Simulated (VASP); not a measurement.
Set up this calculation in VASP 6.6.1, as the native input.

```yaml
Task: relaxation of shape and atoms at fixed volume
Functional: PBE
Dispersion: D3(BJ)
Potentials_or_basis: VASP PAW PBE potentials, release 64 (Mo_sv, S)
Cutoff: 600 eV
k_mesh: 12 × 12 × 4
Occupations: gaussian, width 0.02 eV
Spin: no spin polarisation
Dipole_correction: no
Further_INCAR_settings: ALGO = Normal; EDIFF = 1e-07; IBRION = 2; EDIFFG = -0.01; NSW = 50; ISIF = 4
```

The structure of MoS2 lies in POSCAR:

```
MoS2
1.0
    3.2053454987      0.0000000000      0.0000000000
   -1.6026727494      2.7759106298      0.0000000000
    0.0000000000      0.0000000000      7.0607221262
Mo S
1 2
Direct
    0.0000000000      0.0000000000      0.0000000000
    0.3333333333      0.6666666667      0.2244110904
    0.3333333333      0.6666666667      0.7755889096
```

The input as run:

INCAR

```
PREC     = Accurate       # precision mode
ENCUT    = 600            # plane-wave cutoff, eV
EDIFF    = 1E-7           # SCF threshold, eV
ISMEAR   = 0              # smearing method
SIGMA    = 0.02           # smearing width, eV
LREAL    = F              # projectors in reciprocal space
LASPH    = T              # aspherical terms in the spheres
NELM     = 100            # most SCF steps
ALGO     = Normal         # electronic algorithm
ISIF     = 4              # what is computed and relaxed
LWAVE    = F              # write WAVECAR
LCHARG   = F              # write CHGCAR
GGA      = PE             # functional
IVDW     = 12             # dispersion correction
IBRION   = 2              # ionic algorithm
NSW      = 50             # ionic steps
EDIFFG   = -0.01          # ionic threshold
```

KPOINTS

```
Automatic mesh
0
Gamma
  12 12 4
```

Potentials or basis: VASP PAW PBE potentials, release 64 (Mo_sv, S).

Launch:

```bash
$ cat potpaw_PBE.64/Mo_sv/POTCAR potpaw_PBE.64/S/POTCAR > POTCAR
$ mpirun -np 1 vasp_std > vasp.out
```

It gave:

```yaml
Energy_gained_by_relaxing: 10.4 meV/atom
Ionic_steps: 8
Pressure_after_relaxing: -1.6 GPa
Band_gap_on_the_k_mesh: 1.49 eV (least direct gap 1.72 eV)
Dispersion_energy_per_atom: -0.367 eV
```

Wall time 11 min on 1 thread of Intel Xeon 8259CL, with other jobs on the host, peak memory 0.26 GiB.
